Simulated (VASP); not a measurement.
# Mo (Im-3m) in VASP: a series of runs

The runs below take Mo through single point, relaxation of cell and atoms, with PBE.

Everything below comes from runs of VASP 6.6.1. Logs are shortened: lines on timing, memory, paths and dates and some standing lists are left out, and cuts for length are marked.

**1. The cell of the first run**

The structure is cubic, space group Im-3m (No. 229). The conventional cell has a = 3.160 Å, b = 3.160 Å, c = 3.160 Å, α = 90.00°, β = 90.00°, γ = 90.00°. Within 3.6 Å of Mo (site symmetry m-3m) lie 14 Mo at 2.74 to 3.16 Å.

**2. Single point, PBE**

Input file INCAR:

```
  PREC = Accurate
  ENCUT = 520
  EDIFF = 1E-6
  ISMEAR = 1
  SIGMA = 0.2
  LREAL = False
  LASPH = True
  NELM = 60
  ALGO = Fast
  ISIF = 2
  LWAVE = False
  LCHARG = True
  GGA = PE
  LELF = True
  LVHAR = True
  NBANDS = 13
```

Input file KPOINTS:

```
regular mesh
0
Gamma
  16 16 16
```

Input file POSCAR:

```
Mo
1.0
   -1.5800582908      1.5800582908      1.5800582908
    1.5800582908     -1.5800582908      1.5800582908
    1.5800582908      1.5800582908     -1.5800582908
Mo
1
Direct
    0.0000000000      0.0000000000      0.0000000000
```

Potentials or basis: VASP PAW PBE potentials, release 64 (Mo_sv).

Launch:

```
> cat potpaw_PBE.64/Mo_sv/POTCAR > POTCAR
> mpirun -np 1 vasp_std > vasp.out
```

OUTCAR:

```text
PREC = Accurate
   ENCUT = 520
   EDIFF = 1E-6
   ISMEAR = 1
   LREAL = False
   LASPH = True
   NELM = 60
   ISIF = 2
   GGA = PE

 ion  position               nearest neighbor table
   1  0.000  0.000  0.000-

  LATTYP: Found a body centered cubic cell.
 ALAT       =     3.1601165816

  Lattice vectors:

 A1 = (  -1.5800582908,   1.5800582908,   1.5800582908)
 A2 = (   1.5800582908,  -1.5800582908,   1.5800582908)
 A3 = (   1.5800582908,   1.5800582908,  -1.5800582908)

Analysis of symmetry for initial positions (statically):
=====================================================================
 Subroutine PRICEL returns:
 Original cell was already a primitive cell.

 Routine SETGRP: Setting up the symmetry group for a
 body centered cubic supercell.

 Subroutine GETGRP returns: Found 48 space group operations
 (whereof 48 operations were pure point group operations)
 out of a pool of 48 trial point group operations.

The static configuration has the point symmetry O_h .

Analysis of symmetry for dynamics (positions and initial velocities):
=====================================================================
 Subroutine PRICEL returns:
 Original cell was already a primitive cell.

 Routine SETGRP: Setting up the symmetry group for a
 body centered cubic supercell.

 Subroutine GETGRP returns: Found 48 space group operations
 (whereof 48 operations were pure point group operations)
 out of a pool of 48 trial point group operations.

The dynamic configuration has the point symmetry O_h .

 Subroutine INISYM returns: Found 48 space group operations
 (whereof 48 operations are pure point group operations),
 and found     1 'primitive' translations

----------------------------------------------------------------------------------------

                                     Primitive cell

  volume of cell :      15.7790

  direct lattice vectors                    reciprocal lattice vectors
    -1.580058291  1.580058291  1.580058291     0.000000000  0.316444022  0.316444022
     1.580058291 -1.580058291  1.580058291     0.316444022  0.000000000  0.316444022
     1.580058291  1.580058291 -1.580058291     0.316444022  0.316444022  0.000000000

  length of vectors
     2.736741239  2.736741239  2.736741239     0.447519427  0.447519427  0.447519427

  position of ions in fractional coordinates (direct lattice)
     0.000000000  0.000000000  0.000000000

  ion indices of the primitive-cell ions
   primitive index   ion index
                 1           1

----------------------------------------------------------------------------------------

 KPOINTS: regular mesh

Automatic generation of k-mesh.
 Grid dimensions read from file:
 generate k-points for:   16   16   16

 Generating k-lattice:

  Cartesian coordinates                     Fractional coordinates (reciprocal lattice)
     0.000000000  0.019777751  0.019777751     0.062500000  0.000000000  0.000000000
     0.019777751  0.000000000  0.019777751     0.000000000  0.062500000  0.000000000
     0.019777751  0.019777751  0.000000000     0.000000000  0.000000000  0.062500000

  Length of vectors
     0.027969964  0.027969964  0.027969964

  Shift w.r.t. Gamma in fractional coordinates (k-lattice)
     0.000000000  0.000000000  0.000000000

 Subroutine IBZKPT returns following result:
 ===========================================

 Found    145 irreducible k-points:

 Following reciprocal coordinates:
            Coordinates               Weight
  0.000000  0.000000  0.000000      1.000000
  0.062500  0.000000  0.000000     12.000000
  0.125000  0.000000  0.000000     12.000000
  0.187500  0.000000  0.000000     12.000000
  0.250000  0.000000  0.000000     12.000000
  0.312500  0.000000  0.000000     12.000000
[... 16 lines left out ...]
  0.187500  0.187500  0.000000     24.000000
  0.250000  0.187500  0.000000     48.000000
 [... further k-points ...]
   k-points           NKPTS =    145   k-points in BZ     NKDIM =    145   number of bands    NBANDS=     13
   number of dos      NEDOS =    301   number of ions     NIONS =      1
   total plane-waves  NPLWV =   8000
   dimension x,y,z NGX =    20 NGY =   20 NGZ =   20
   dimension x,y,z NGXF=    40 NGYF=   40 NGZF=   40
   ions per type =               1
   NGX,Y,Z   is equivalent  to a cutoff of  12.15, 12.15, 12.15 a.u.
   NGXF,Y,Z  is equivalent  to a cutoff of  24.30, 24.30, 24.30 a.u.
 SYSTEM =  unknown system
   PREC   = accura    normal or accurate (medium, high low for compatibility)
   ISTART =      0    job   : 0-new  1-cont  2-samecut
   ICHARG =      2    charge: 1-file 2-atom 10-const
   ISPIN  =      1    spin polarized calculation?
   LNONCOLLINEAR =      F non collinear calculations
   LSORBIT =      F    spin-orbit coupling
   LASPH  =      T    aspherical Exc in radial PAW
   ENCUT  =  520.0 eV  38.22 Ry    6.18 a.u.   5.09  5.09  5.09*2*pi/ulx,y,z
   NELM   =     60;   NELMIN=  2; NELMDL= -5     # of ELM steps
   EDIFF  = 0.1E-05   stopping-criterion for ELM
   LREAL  =      F    real-space projection
   EDIFFG = 0.1E-04   stopping-criterion for IOM
   NSW    =      0    number of steps for IOM
   IBRION =     -1    ionic relax: 0-MD 1-quasi-New 2-CG
   NFREE  =      0    steps in history (QN), initial steepest desc. (CG)
   ISIF   =      2    stress and relaxation
   ISYM   =      2    0-nonsym 1-usesym 2-fastsym
   POTIM  = 0.5000    time-step for ionic-motion
   TEBEG  =    0.0;   TEEND  =   0.0 temperature during run
   PSTRESS=    0.0 pullay stress
   NELECT =      14.0000    total number of electrons
   NUPDOWN=      -1.0000    fix difference up-down
   EMIN   =  10.00;   EMAX   =-10.00  energy-range for DOS
   EFERMI =   0.00;   METHOD = LEGACY
   ISMEAR =     1;   SIGMA  =   0.20  broadening in eV -4-tet -1-fermi 0-gaus
   EFERMI_NEDOS =   21; number of points for ismear=-14 and -15
   IALGO  =     68    algorithm
   IMIX   =      4    mixing-type and parameters
     AMIX     =   0.40;   BMIX     =  1.00
     AMIX_MAG =   1.60;   BMIX_MAG =  1.00
  volume/ion in A,a.u.               =      15.78       106.48
  Fermi-wavevector in a.u.,A,eV,Ry     =   1.573105  2.972738 33.669788  2.474660
  Thomas-Fermi vector in A             =   2.674439
   LORBIT       =      0    0 simple, 1 ext, 2 COOP (PROOUT), +10 PAW based schemes
   GGA     = PE    functional components
   LHFCALC =     F    Hartree Fock is set to
   AEXX    =    0.0000 exact exchange contribution
   IVDW    =     0    specifies the selected vdW correction
   LEPSILON=     F    determine dielectric tensor
   LRPA    =     F    only Hartree local field effects (RPA)
 non-spin polarized calculation
 RMM-DIIS sequential band-by-band and
 Methfessel and Paxton  Order N= 1 SIGMA  =   0.20
  energy-cutoff  :      520.00
  volume of cell :       15.78
 maximum number of plane-waves:       438
   NGX = 11   NGY = 11   NGZ = 11

 number of electron      14.0000004 magnetization

 Free energy of the ion-electron system (eV)
  ---------------------------------------------------
  ext. energy  EPLUGINS =         0.00000000
  ---------------------------------------------------
  free energy    TOTEN  =       -10.93949362 eV

  energy without entropy =      -10.94068724  energy(sigma->0) =      -10.93989149

 E-fermi :  12.4410     XC(G=0): -13.3366

 val. band max:       12.4319050563   @ k =  -0.1875   0.1875   0.0625
 cond. band min:      12.4915613589   @ k =   0.1875   0.0000   0.0000
 fundamental gap:      0.0596563026
 Fermi energy:        12.4410048851

 k-point     1 :       0.0000    0.0000    0.0000
  band No.  band energies     occupation
      1     -48.8306      2.00000
      2     -22.1185      2.00000
      3     -22.1185      2.00000
      4     -22.1185      2.00000
      5       5.2383      2.00000
      6      11.1009      2.00000
      7      11.1009      2.00000
      8      11.1009      2.00000
      9      14.0913     -0.00000
     10      14.0913     -0.00000
     11      27.2605      0.00000
     12      27.2605      0.00000
     13      27.2605      0.00000

 k-point     2 :       0.0625    0.0000    0.0000
  band No.  band energies     occupation
      1     -48.8211      2.00000
      2     -22.1738      2.00000
      3     -22.1356      2.00000
      4     -22.1189      2.00000
      5       5.4097      2.00000
      6      11.0045      2.00000
      7      11.0850      2.00000
      8      11.2611      2.00000
      9      13.9499     -0.00000
     10      14.0939     -0.00000
     11      27.3879      0.00000
     12      27.5490      0.00000
     13      27.5939      0.00000

 k-point     3 :       0.1250    0.0000    0.0000
  band No.  band energies     occupation
      1     -48.7939      2.00000
      2     -22.3297      2.00000
      3     -22.1840      2.00000
      4     -22.1200      2.00000
      5       5.8920      2.00000
      6      10.7420      2.00000
      7      11.0116      2.00000
      8      11.7333      2.00001
      9      13.6642     -0.00000
     10      14.1096     -0.00000
     11      27.6665      0.00000
     12      28.3719      0.00000
     13      28.3841      0.00000
[... 305 lines left out ...]
 k-point    23 :       0.1875    0.1875    0.0000
  band No.  band energies     occupation
      1     -48.6443      2.00000
      2     -23.0485      2.00000
      3     -22.4462      2.00000
      4     -22.2180      2.00000
      5       8.1414      2.00000
      6       9.7976      2.00000
      7      10.2642      2.00000
      8      13.3065     -0.00000
      9      14.7043     -0.00000
     10      15.5777     -0.00000
     11      26.7615      0.00000
     12      27.9431      0.00000
     13      31.2342      0.00000

 k-point    24 :       0.2500    0.1875    0.0000
  band No.  band energies     occupation
      1     -48.6056      2.00000
      2     -23.1849      2.00000
      3     -22.5599      2.00000
      4     -22.2361      2.00000
      5       8.3033      2.00000
      6       9.5651      2.00000
      7      10.6465      2.00000
      8      13.5276     -0.00000
      9      14.8351     -0.00000
     10      17.0134      0.00000
     11      25.5817      0.00000
     12      27.0441      0.00000
     13      29.9349      0.00000

 [... further k-points ...]
[... 5 lines left out ...]
  --------------------------------------------------------------------------------------
  -------------------------------------------------------------------------------------
  Total        0.0552512      0.0552512      0.0552512     -0.0000000      0.0000000      0.0000000
  in kB        5.6101334      5.6101334      5.6101334     -0.0000000      0.0000000      0.0000000
  external PRESSURE =       5.6101334 kB  Pullay stress =       0.0000000 kB

 VOLUME and BASIS-vectors are now :
 -----------------------------------------------------------------------------
  energy-cutoff  :      520.00
  volume of cell :       15.78
      direct lattice vectors                 reciprocal lattice vectors
    -1.580058291  1.580058291  1.580058291     0.000000000  0.316444022  0.316444022
     1.580058291 -1.580058291  1.580058291     0.316444022  0.000000000  0.316444022
     1.580058291  1.580058291 -1.580058291     0.316444022  0.316444022  0.000000000

 POSITION                                       TOTAL-FORCE (eV/Angst)
 -----------------------------------------------------------------------------------
      0.00000      0.00000      0.00000         0.000000      0.000000     -0.000000
 -----------------------------------------------------------------------------------
    total drift:                                0.000000     -0.000000      0.000000

  FREE ENERGIE OF THE ION-ELECTRON SYSTEM (eV)
  ---------------------------------------------------
  free  energy   TOTEN  =       -10.9394936203 eV

  energy  without entropy=      -10.9406872368  energy(sigma->0) =      -10.93989149
```

Wall time 42 s (1 thread of AMD EPYC 7R13, shared host); peak memory 0.11 GiB.

Results:

| Quantity | Value |
| --- | --- |
| Free energy | -10.9395 eV |
| Pressure | 0.6 GPa |
| Band gap on the k mesh | zero (band 7 reaches 16.38 eV, above the bottom of band 8 at 11.10 eV) |

**3. Relaxation of cell and atoms, PBE**

This run uses another cell than the first one, of 15.58 Å³/atom, 0.988 times its volume.

Input file INCAR:

```
PREC = Accurate
ENCUT = 600
EDIFF = 1E-7
ISMEAR = 1
SIGMA = 0.2
LREAL = F
LASPH = T
NELM = 60
ALGO = Fast
ISIF = 3
LWAVE = F
LCHARG = F
GGA = PE
IBRION = 2
NSW = 80
EDIFFG = -0.002
```

Input file KPOINTS:

```
Automatic mesh
0
Gamma
  16 16 16
```

Input file POSCAR:

```
Mo
1.0
   -1.5735000000      1.5735000000      1.5735000000
    1.5735000000     -1.5735000000      1.5735000000
    1.5735000000      1.5735000000     -1.5735000000
Mo
1
Direct
    0.0000000000      0.0000000000      0.0000000000
```

Potentials or basis: VASP PAW PBE potentials, release 64 (Mo_sv).

Launch:

```
> cat potpaw_PBE.64/Mo_sv/POTCAR > POTCAR
> mpirun -np 1 vasp_std > vasp.out
```

It took 5.3 min on 1 thread of AMD EPYC 7R13, shared host; peak memory 0.14 GiB.

It converged, with:

* Free energy: -10.9394 eV
* Relaxed volume: 15.80 Å³/atom
* Relaxed cell: a = 2.738 Å, b = 2.738 Å, c = 2.738 Å, α = 109.47°, β = 109.47°, γ = 109.47°
* Space group after relaxing (to 0.05 Å): Im-3m (No. 229)
* Energy gained by relaxing: 2.5 meV/atom
* Ionic steps: 16
* Pressure after relaxing: 0.0 GPa
* Band gap on the k mesh: zero (band 7 reaches 16.34 eV, above the bottom of band 8 at 11.08 eV)

The path:
| step | energy change (eV) | largest force (eV/Å) | pressure (GPa) | volume (Å³) |
| --- | --- | --- | --- | --- |
| 1 | 0.0000 | 0.0000 | 3.76 | 15.58 |
| 2 | 0.0159 | 0.0000 | -9.19 | 16.42 |
| 3 | -0.0025 | 0.0000 | -0.03 | 15.81 |
| 4 | -0.0025 | 0.0000 | 0.02 | 15.80 |
| 5 | -0.0025 | 0.0000 | 0.03 | 15.80 |
| 6 | -0.0025 | 0.0000 | 0.03 | 15.80 |
| 7 | -0.0025 | 0.0000 | 0.02 | 15.80 |
| 8 | -0.0025 | 0.0000 | 0.02 | 15.80 |
| 9 | -0.0025 | 0.0000 | 0.02 | 15.80 |
| 10 | -0.0025 | 0.0000 | 0.03 | 15.80 |
| 11 | -0.0025 | 0.0000 | 0.03 | 15.80 |
| 12 | -0.0025 | 0.0000 | 0.03 | 15.80 |
| 13 | -0.0025 | 0.0000 | 0.03 | 15.80 |
| 14 | -0.0025 | 0.0000 | 0.03 | 15.80 |
| 15 | -0.0025 | 0.0000 | 0.04 | 15.80 |
| 16 | -0.0025 | 0.0000 | 0.00 | 15.80 |

Final structure:
```
Mo
1.0
    -1.58087    1.58087    1.58087
     1.58087   -1.58087    1.58087
     1.58087    1.58087   -1.58087
Mo
1
Direct
  0.00000 0.00000 0.00000
```

Levels at points of the mesh, in eV from the Fermi level:
```tsv
k point	band 3	band 4	band 5	band 6	band 7	band 8	band 9	band 10	band 11
(0.00, 0.00, 0.00)	-34.56	-34.56	-7.20	-1.34	-1.34	-1.34	1.65	1.65	14.82
(0.50, 0.00, 0.00)	-34.99	-34.57	-5.25	-3.35	1.59	1.67	2.29	4.67	11.48
(0.50, 0.50, 0.50)	-35.50	-35.50	-5.35	-5.35	3.93	3.93	3.93	8.98	8.98
```
